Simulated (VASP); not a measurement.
# Ga4P (P-43m) in VASP: further runs

Runs on Ga4P. Level: PBE. Tasks: single point, relaxation of cell and atoms.

Everything below comes from runs of VASP 6.6.1. Logs are shortened: lines on timing, memory, paths and dates and some standing lists are left out, and cuts for length are marked.

### Step 1. The cell of the first run

It takes space group P-43m (No. 215, cubic). The conventional cell has a = 4.685 Å, b = 4.685 Å, c = 4.685 Å, α = 90.00°, β = 90.00°, γ = 90.00°. Within 2.7 Å of Ga (site symmetry 3m) lie 1 P at 2.03 Å. Within 2.7 Å of P (site symmetry -43m) lie 4 Ga at 2.03 Å.

### Step 2. Single point, PBE

The input, INCAR:

```
ALGO     = Normal         # electronic algorithm
EDIFF    = 1E-7           # SCF threshold, eV
ENCUT    = 520            # plane-wave cutoff, eV
GGA      = PE             # functional
ISIF     = 2              # what is computed and relaxed
ISMEAR   = 0              # smearing method
LASPH    = True           # aspherical terms in the spheres
LCHARG   = False          # write CHGCAR
LREAL    = False          # projectors in reciprocal space
LWAVE    = False          # write WAVECAR
NBANDS   = 36             # bands
NELM     = 60             # most SCF steps
PREC     = Accurate       # precision mode
SIGMA    = 0.1            # smearing width, eV
```

The input, KPOINTS:

```
k-points
0
Gamma
  4 4 4
```

The input, POSCAR:

```
Ga4P
1.0
    4.6854413500      0.0000000000      0.0000000000
    0.0000000000      4.6854413500      0.0000000000
    0.0000000000      0.0000000000      4.6854413500
Ga P
4 1
Direct
    0.2500000000      0.2500000000      0.2500000000
    0.7500000000      0.7500000000      0.2500000000
    0.2500000000      0.7500000000      0.7500000000
    0.7500000000      0.2500000000      0.7500000000
    0.0000000000      0.0000000000      0.0000000000
```

Potentials or basis: VASP PAW PBE potentials, release 64 (Ga_d, P).

Started as:

```sh
$ cat potpaw_PBE.64/Ga_d/POTCAR potpaw_PBE.64/P/POTCAR > POTCAR
$ mpirun -np 1 vasp_std > vasp.out
```

OUTCAR:

```text
EDIFF = 1E-7
   ENCUT = 520
   GGA = PE
   ISIF = 2
   ISMEAR = 0
   LASPH = True
   LREAL = False
   NELM = 60
   PREC = Accurate

 ion  position               nearest neighbor table
   1  0.250  0.250  0.250-   5 2.03
   2  0.750  0.750  0.250-   5 2.03
   3  0.250  0.750  0.750-   5 2.03
   4  0.750  0.250  0.750-   5 2.03
   5  0.000  0.000  0.000-   1 2.03   2 2.03   3 2.03   4 2.03

  LATTYP: Found a simple cubic cell.
 ALAT       =     4.6854413500

  Lattice vectors:

 A1 = (   4.6854413500,   0.0000000000,   0.0000000000)
 A2 = (   0.0000000000,   4.6854413500,   0.0000000000)
 A3 = (   0.0000000000,   0.0000000000,   4.6854413500)

Analysis of symmetry for initial positions (statically):
=====================================================================
 Subroutine PRICEL returns:
 Original cell was already a primitive cell.

 Routine SETGRP: Setting up the symmetry group for a
 simple cubic supercell.

 Subroutine GETGRP returns: Found 24 space group operations
 (whereof 24 operations were pure point group operations)
 out of a pool of 48 trial point group operations.

The static configuration has the point symmetry T_d .

Analysis of symmetry for dynamics (positions and initial velocities):
=====================================================================
 Subroutine PRICEL returns:
 Original cell was already a primitive cell.

 Routine SETGRP: Setting up the symmetry group for a
 simple cubic supercell.

 Subroutine GETGRP returns: Found 24 space group operations
 (whereof 24 operations were pure point group operations)
 out of a pool of 48 trial point group operations.

The dynamic configuration has the point symmetry T_d .

 Subroutine INISYM returns: Found 24 space group operations
 (whereof 24 operations are pure point group operations),
 and found     1 'primitive' translations

----------------------------------------------------------------------------------------

                                     Primitive cell

  volume of cell :     102.8612

  direct lattice vectors                    reciprocal lattice vectors
     4.685441350  0.000000000  0.000000000     0.213427066  0.000000000  0.000000000
     0.000000000  4.685441350  0.000000000     0.000000000  0.213427066  0.000000000
     0.000000000  0.000000000  4.685441350     0.000000000  0.000000000  0.213427066

  length of vectors
     4.685441350  4.685441350  4.685441350     0.213427066  0.213427066  0.213427066

  position of ions in fractional coordinates (direct lattice)
     0.250000000  0.250000000  0.250000000
     0.750000000  0.750000000  0.250000000
     0.250000000  0.750000000  0.750000000
     0.750000000  0.250000000  0.750000000
     0.000000000  0.000000000  0.000000000

  ion indices of the primitive-cell ions
   primitive index   ion index
                 1           1
                 2           2
                 3           3
                 4           4
                 5           5

----------------------------------------------------------------------------------------

 KPOINTS: k-points

Automatic generation of k-mesh.
 Grid dimensions read from file:
 generate k-points for:    4    4    4

 Generating k-lattice:

  Cartesian coordinates                     Fractional coordinates (reciprocal lattice)
     0.053356766  0.000000000  0.000000000     0.250000000  0.000000000  0.000000000
     0.000000000  0.053356766  0.000000000     0.000000000  0.250000000  0.000000000
     0.000000000  0.000000000  0.053356766     0.000000000  0.000000000  0.250000000

  Length of vectors
     0.053356766  0.053356766  0.053356766

  Shift w.r.t. Gamma in fractional coordinates (k-lattice)
     0.000000000  0.000000000  0.000000000

 Subroutine IBZKPT returns following result:
 ===========================================

 Found     10 irreducible k-points:

 Following reciprocal coordinates:
            Coordinates               Weight
  0.000000  0.000000  0.000000      1.000000
  0.250000  0.000000  0.000000      6.000000
  0.500000  0.000000  0.000000      3.000000
  0.250000  0.250000  0.000000     12.000000
  0.500000  0.250000  0.000000     12.000000
  0.500000  0.500000  0.000000      3.000000
  0.250000  0.250000  0.250000      8.000000
  0.500000  0.250000  0.250000     12.000000
  0.500000  0.500000  0.250000      6.000000
  0.500000  0.500000  0.500000      1.000000
   k-points           NKPTS =     10   k-points in BZ     NKDIM =     10   number of bands    NBANDS=     36
   number of dos      NEDOS =    301   number of ions     NIONS =      5
   total plane-waves  NPLWV =  46656
   dimension x,y,z NGX =    36 NGY =   36 NGZ =   36
   dimension x,y,z NGXF=    72 NGYF=   72 NGZF=   72
   ions per type =               4   1
   NGX,Y,Z   is equivalent  to a cutoff of  12.77, 12.77, 12.77 a.u.
   NGXF,Y,Z  is equivalent  to a cutoff of  25.55, 25.55, 25.55 a.u.
 SYSTEM =  unknown system
   PREC   = accura    normal or accurate (medium, high low for compatibility)
   ISTART =      0    job   : 0-new  1-cont  2-samecut
   ICHARG =      2    charge: 1-file 2-atom 10-const
   ISPIN  =      1    spin polarized calculation?
   LNONCOLLINEAR =      F non collinear calculations
   LSORBIT =      F    spin-orbit coupling
   LASPH  =      T    aspherical Exc in radial PAW
   ENCUT  =  520.0 eV  38.22 Ry    6.18 a.u.   8.71  8.71  8.71*2*pi/ulx,y,z
   NELM   =     60;   NELMIN=  2; NELMDL= -5     # of ELM steps
   EDIFF  = 0.1E-06   stopping-criterion for ELM
   LREAL  =      F    real-space projection
   EDIFFG = 0.1E-05   stopping-criterion for IOM
   NSW    =      0    number of steps for IOM
   IBRION =     -1    ionic relax: 0-MD 1-quasi-New 2-CG
   NFREE  =      0    steps in history (QN), initial steepest desc. (CG)
   ISIF   =      2    stress and relaxation
   ISYM   =      2    0-nonsym 1-usesym 2-fastsym
   POTIM  = 0.5000    time-step for ionic-motion
   TEBEG  =    0.0;   TEEND  =   0.0 temperature during run
   PSTRESS=    0.0 pullay stress
   NELECT =      57.0000    total number of electrons
   NUPDOWN=      -1.0000    fix difference up-down
   EMIN   =  10.00;   EMAX   =-10.00  energy-range for DOS
   EFERMI =   0.00;   METHOD = LEGACY
   ISMEAR =     0;   SIGMA  =   0.10  broadening in eV -4-tet -1-fermi 0-gaus
   EFERMI_NEDOS =   21; number of points for ismear=-14 and -15
   IALGO  =     38    algorithm
   IMIX   =      4    mixing-type and parameters
     AMIX     =   0.40;   BMIX     =  1.00
     AMIX_MAG =   1.60;   BMIX_MAG =  1.00
  volume/ion in A,a.u.               =      20.57       138.83
  Fermi-wavevector in a.u.,A,eV,Ry     =   1.344671  2.541059 24.601229  1.808139
  Thomas-Fermi vector in A             =   2.472646
   LORBIT       =      0    0 simple, 1 ext, 2 COOP (PROOUT), +10 PAW based schemes
   GGA     = PE    functional components
   LHFCALC =     F    Hartree Fock is set to
   AEXX    =    0.0000 exact exchange contribution
   IVDW    =     0    specifies the selected vdW correction
   LEPSILON=     F    determine dielectric tensor
   LRPA    =     F    only Hartree local field effects (RPA)
 non-spin polarized calculation
 Gauss-broadening in eV      SIGMA  =   0.10
  energy-cutoff  :      520.00
  volume of cell :      102.86
 maximum number of plane-waves:      2800
 NGX is ok and might be reduce to    36
   NGX = 17   NGY = 17   NGZ = 17

 number of electron      56.9999953 magnetization

 Free energy of the ion-electron system (eV)
  ---------------------------------------------------
  ext. energy  EPLUGINS =         0.00000000
  ---------------------------------------------------
  free energy    TOTEN  =       -12.14999944 eV

  energy without entropy =      -12.14220621  energy(sigma->0) =      -12.14610283

 E-fermi :   4.7969     XC(G=0): -10.2203

 val. band max:        4.6817653941   @ k =   0.5000   0.2500   0.0000
 cond. band min:       4.8397806237   @ k =   0.5000   0.0000   0.0000
 fundamental gap:      0.1580152297
 Fermi energy:         4.7968910346

 k-point     1 :       0.0000    0.0000    0.0000
  band No.  band energies     occupation
      1     -11.1687      2.00000
      2     -10.4300      2.00000
      3     -10.4300      2.00000
      4     -10.4300      2.00000
      5     -10.2975      2.00000
      6     -10.2975      2.00000
[... 28 lines left out ...]
     35       9.2498      0.00000
     36       9.2498      0.00000

 k-point     2 :       0.2500    0.0000    0.0000
  band No.  band energies     occupation
      1     -11.1467      2.00000
      2     -10.4432      2.00000
      3     -10.4190      2.00000
      4     -10.4190      2.00000
      5     -10.2831      2.00000
      6     -10.2729      2.00000
[... 28 lines left out ...]
     35      10.2642      0.00000
     36      10.5845      0.00000

 k-point     3 :       0.5000    0.0000    0.0000
  band No.  band energies     occupation
      1     -11.1239      2.00000
      2     -10.4589      2.00000
      3     -10.4071      2.00000
      4     -10.4071      2.00000
      5     -10.2567      2.00000
      6     -10.2536      2.00000
[... 28 lines left out ...]
     35       9.5327      0.00000
     36       9.5327      0.00000

 k-point     4 :       0.2500    0.2500    0.0000
  band No.  band energies     occupation
      1     -11.1345      2.00000
      2     -10.4447      2.00000
      3     -10.4184      2.00000
      4     -10.4150      2.00000
      5     -10.2712      2.00000
      6     -10.2661      2.00000
[... 28 lines left out ...]
     35       9.0147      0.00000
     36      10.5085      0.00000

 k-point     5 :       0.5000    0.2500    0.0000
  band No.  band energies     occupation
      1     -11.1222      2.00000
      2     -10.4539      2.00000
      3     -10.4122      2.00000
      4     -10.4088      2.00000
      5     -10.2592      2.00000
      6     -10.2518      2.00000
[... 28 lines left out ...]
     35       9.6511      0.00000
     36       9.8679      0.00000

 k-point     6 :       0.5000    0.5000    0.0000
  band No.  band energies     occupation
      1     -11.1206      2.00000
      2     -10.4535      2.00000
      3     -10.4106      2.00000
      4     -10.4106      2.00000
      5     -10.2568      2.00000
      6     -10.2457      2.00000
[... 28 lines left out ...]
     35       9.5653      0.00000
     36      11.4731      0.00000

 k-point     7 :       0.2500    0.2500    0.2500
  band No.  band energies     occupation
      1     -11.1327      2.00000
      2     -10.4424      2.00000
      3     -10.4172      2.00000
      4     -10.4172      2.00000
      5     -10.2640      2.00000
      6     -10.2640      2.00000
[... 28 lines left out ...]
     35      10.1328      0.00000
     36      10.4759      0.00000

 k-point     8 :       0.5000    0.2500    0.2500
  band No.  band energies     occupation
      1     -11.1308      2.00000
      2     -10.4449      2.00000
      3     -10.4156      2.00000
      4     -10.4156      2.00000
      5     -10.2549      2.00000
      6     -10.2507      2.00000
[... 28 lines left out ...]
     35       9.6538      0.00000
     36      10.2465      0.00000

 k-point     9 :       0.5000    0.5000    0.2500
  band No.  band energies     occupation
      1     -11.1390      2.00000
      2     -10.4393      2.00000
      3     -10.4188      2.00000
      4     -10.4188      2.00000
      5     -10.2562      2.00000
      6     -10.2469      2.00000
[... 28 lines left out ...]
     35       9.8273      0.00000
     36      11.8104      0.00000

 k-point    10 :       0.5000    0.5000    0.5000
  band No.  band energies     occupation
      1     -11.1562      2.00000
      2     -10.4267      2.00000
      3     -10.4267      2.00000
      4     -10.4267      2.00000
      5     -10.2542      2.00000
      6     -10.2542      2.00000
[... 28 lines left out ...]
     35      11.8922      0.00000
     36      11.8926      0.00000

------------------------ aborting loop because EDIFF is reached ----------------------------------------

  FORCE on cell =-STRESS in cart. coord.  units (eV):
  Direction    XX          YY          ZZ          XY          YZ          ZX
  --------------------------------------------------------------------------------------
  -------------------------------------------------------------------------------------
  Total       12.4150919     12.4150919     12.4150919     -0.0000000     -0.0000000      0.0000000
  in kB      193.3788639    193.3788639    193.3788639     -0.0000000     -0.0000000      0.0000000
  external PRESSURE =     193.3788639 kB  Pullay stress =       0.0000000 kB

 VOLUME and BASIS-vectors are now :
 -----------------------------------------------------------------------------
  energy-cutoff  :      520.00
  volume of cell :      102.86
      direct lattice vectors                 reciprocal lattice vectors
     4.685441350  0.000000000  0.000000000     0.213427066  0.000000000  0.000000000
     0.000000000  4.685441350  0.000000000     0.000000000  0.213427066  0.000000000
     0.000000000  0.000000000  4.685441350     0.000000000  0.000000000  0.213427066

 POSITION                                       TOTAL-FORCE (eV/Angst)
 -----------------------------------------------------------------------------------
      1.17136      1.17136      1.17136         3.373470      3.373470      3.373470
      3.51408      3.51408      1.17136        -3.373470     -3.373470      3.373470
      1.17136      3.51408      3.51408         3.373470     -3.373470     -3.373470
      3.51408      1.17136      3.51408        -3.373470      3.373470     -3.373470
      0.00000      0.00000      0.00000         0.000000      0.000000     -0.000000
 -----------------------------------------------------------------------------------
    total drift:                                0.000000      0.000000      0.000000

  FREE ENERGIE OF THE ION-ELECTRON SYSTEM (eV)
  ---------------------------------------------------
  free  energy   TOTEN  =       -12.1499994412 eV

  energy  without entropy=      -12.1422062146  energy(sigma->0) =      -12.14610283
```

It took 30 s on 1 thread of Intel Xeon 6975P-C (Granite Rapids), shared host; peak memory 0.21 GiB.

Results:

- Free energy: -12.1500 eV
- Pressure: 19.3 GPa

### Step 3. Single point, PBE

This run uses another cell than the first one, of 20.82 Å³/atom, 1.012 times its volume.

The input, INCAR:

```
  ALGO = Normal
  EDIFF = 1E-6
  ENCUT = 520
  GGA = PE
  ISIF = 2
  ISMEAR = 0
  LASPH = True
  LCHARG = True
  LELF = True
  LREAL = False
  LVHAR = True
  LWAVE = False
  NBANDS = 36
  NELM = 60
  PREC = Accurate
  SIGMA = 0.1
```

KPOINTS is that of step 2.

The input, POSCAR:

```
Ga4P
1.0
    4.7040588186      0.0000000000      0.0000000000
    0.0000000000      4.7040588186      0.0000000000
    0.0000000000      0.0000000000      4.7040588186
Ga P
4 1
Direct
    0.2983627816      0.2983627816      0.2983627816
    0.7016372184      0.7016372184      0.2983627816
    0.2983627816      0.7016372184      0.7016372184
    0.7016372184      0.2983627816      0.7016372184
    0.0000000000      0.0000000000      0.0000000000
```

Potentials or basis: VASP PAW PBE potentials, release 64 (Ga_d, P).

Started as:

```sh
$ cat potpaw_PBE.64/Ga_d/POTCAR potpaw_PBE.64/P/POTCAR > POTCAR
$ mpirun -np 1 vasp_std > vasp.out
```

Wall time 22 s (1 thread of Intel Xeon 6975P-C (Granite Rapids), shared host); peak memory 0.2 GiB.

Results (log left out):

```yaml
Free_energy: -16.3341 eV
Pressure: 0.2 GPa
Largest_force: 0.022 eV/Å
```

Forces in eV/Å, atoms in the order of the input:
```
Ga  -0.013 -0.013 -0.013
Ga   0.013  0.013 -0.013
Ga  -0.013  0.013  0.013
Ga   0.013 -0.013  0.013
P    0.000  0.000  0.000
```

Levels at points of the mesh, in eV from the Fermi level:
| k point | band 26 | band 27 | band 28 | band 29 | band 30 | band 31 |
| --- | --- | --- | --- | --- | --- | --- |
| (0.00, 0.00, 0.00) | -2.09 | -2.09 | -0.26 | -0.26 | -0.26 | 1.20 |
| (0.50, 0.00, 0.00) | -3.79 | -1.35 | -1.35 | -0.86 | 0.44 | 2.51 |
| (0.50, 0.50, 0.00) | -1.70 | -1.15 | -1.15 | -0.46 | -0.20 | 0.48 |
| (0.50, 0.50, 0.50) | -4.31 | -4.31 | -4.31 | 3.27 | 3.27 | 3.27 |

### Step 4. Single point, PBE

This run uses another cell than the first one, of 20.96 Å³/atom, 1.019 times its volume.

The input, INCAR:

```
PREC = Accurate
ENCUT = 520
EDIFF = 1E-6
ISMEAR = 0
SIGMA = 0.1
LREAL = F
LASPH = T
NELM = 80
ALGO = Normal
ISIF = 2
LWAVE = F
LCHARG = F
GGA = PE
NBANDS = 36
```

The input, KPOINTS:

```
regular mesh
0
Gamma
  8 8 8
```

The input, POSCAR:

```
Ga4P
1.0
    4.7148893921      0.0000000000      0.0000000000
    0.0000000000      4.7148893921      0.0000000000
    0.0000000000      0.0000000000      4.7148893921
Ga P
4 1
Direct
    0.2971284292      0.2971284292      0.2971284292
    0.7028715708      0.7028715708      0.2971284292
    0.2971284292      0.7028715708      0.7028715708
    0.7028715708      0.2971284292      0.7028715708
    0.0000000000      0.0000000000      0.0000000000
```

Started as:

```sh
$ cat potpaw_PBE.64/Ga_d/POTCAR potpaw_PBE.64/P/POTCAR > POTCAR
$ mpirun -np 1 vasp_std > vasp.out
```

It took 59 s on 1 thread of Intel Xeon 6975P-C (Granite Rapids), shared host; peak memory 0.25 GiB.

The run converged. Its results:

- Free energy: -16.3192 eV
- Pressure: 0.0 GPa
- Largest force: 0.007 eV/Å

Forces in eV/Å, atoms in the order of the input:
```
Ga  -0.004 -0.004 -0.004
Ga   0.004  0.004 -0.004
Ga  -0.004  0.004  0.004
Ga   0.004 -0.004  0.004
P    0.000  0.000  0.000
```

Levels at points of the mesh, in eV from the Fermi level:
```tsv
k point	band 25	band 26	band 27	band 28	band 29	band 30	band 31	band 32	band 33	band 34
(0.00, 0.00, 0.00)	-5.10	-2.17	-2.17	-0.34	-0.34	-0.34	1.17	3.92	3.92	3.93
(0.50, 0.00, 0.00)	-4.70	-3.82	-1.41	-1.41	-0.93	0.33	2.42	3.03	3.03	3.42
(0.50, 0.50, 0.00)	-3.49	-1.80	-1.21	-1.21	-0.52	-0.25	0.37	0.37	4.49	4.49
(0.50, 0.50, 0.50)	-6.20	-4.36	-4.36	-4.36	3.15	3.15	3.15	4.74	5.68	5.68
```

(Part 1 of 2 ends here.)
